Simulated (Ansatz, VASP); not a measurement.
**Ir4W: VASP beside Ansatz**

```
Ir W
1.0
     3.83280    0.00000    0.00000
     0.00000    3.83280    0.00000
     0.00000    0.00000    5.96658
Ir W
4 1
Direct
  0.00000 0.50000 0.20971
  0.50000 0.00000 0.79029
  0.00000 0.50000 0.79029
  0.50000 0.00000 0.20971
  0.00000 0.00000 0.50000
```

Alike in both runs: functional PBE; k mesh 8 × 8 × 6; occupations gaussian, width 0.1 eV; no spin polarisation.

Ansatz relaxed the structure, and its values are those at the end. VASP's run is a single point on that final structure, the one shown.

```csv
,VASP,Ansatz
version,VASP 6.6.1,Ansatz 0.2.0
potentials or method,"VASP PAW PBE potentials, release 64 (Ir, W_sv), cutoff 520 eV","scalar-relativistic, plane waves, PAW"
valence electrons in the cell,50,82
```

```tsv
	VASP	Ansatz	Ansatz less VASP
gap on the k mesh at the Fermi level (eV)	none	none	-
pressure (GPa)	0.4	0.0	-0.42
rms of the force components (eV/Å)	0.014	0.001	-0.0128
```

A gap of «none» marks a metal or a gap that the smearing closes. VASP's potentials hold 50 valence electrons a cell and Ansatz's 82, so a difference there can come from the potentials and not from the codes.

Neither program's run includes spin-orbit coupling.
